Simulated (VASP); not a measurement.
Set up this calculation in VASP 6.6.1, as the native input.

* Task: single point
* Functional: PBE
* Potentials or basis: VASP PAW PBE potentials, release 64 (Cd, P)
* Cutoff: 520 eV
* k mesh: 6 × 6 × 4
* Occupations: gaussian, width 0.1 eV
* Spin: no spin polarisation
* Dipole correction: no
* Further INCAR settings: ALGO = Normal; EDIFF = 1e-06; NBANDS = 25

The structure of CdP lies in POSCAR:

```
CdP
1.0
    2.0847402667     -5.2896008011      0.0000000000
    2.0847402667      5.2896008011      0.0000000000
    0.0000000000      0.0000000000      4.0378236395
Cd P
2 2
Direct
    0.8620000000      0.1380000000      0.7500000000
    0.1380000000      0.8620000000      0.2500000000
    0.5830000000      0.4170000000      0.7500000000
    0.4170000000      0.5830000000      0.2500000000
```

The input as run:

INCAR

```
SYSTEM = CdP
ALGO = Normal
EDIFF = 1E-6
ENCUT = 520
GGA = PE
ISIF = 2
ISMEAR = 0
LASPH = .TRUE.
LCHARG = .FALSE.
LREAL = .FALSE.
LWAVE = .FALSE.
NBANDS = 25
NELM = 60
PREC = Accurate
SIGMA = 0.1
```

KPOINTS

```
k-points
0
G
  6 6 4
  0 0 0
```

Potentials or basis: VASP PAW PBE potentials, release 64 (Cd, P).

The run is started by

```console
$ cat potpaw_PBE.64/Cd/POTCAR potpaw_PBE.64/P/POTCAR > POTCAR
$ mpirun -np 1 vasp_std > vasp.out
```

It gave:

The pressure is -4.2 GPa, the largest force is 0.322 eV/Å and the band gap on the k mesh is zero (bands 17 and 18 overlap by 2.64 eV).

Caveat: the k points lie up to 0.39 Å⁻¹ apart, too coarse for converged energies and pressures of a metal.

Run time: 89 s on 1 thread of Intel(R) Xeon(R) 6975P-C (Granite Rapids) (shared host), peak memory 0.25 GiB.
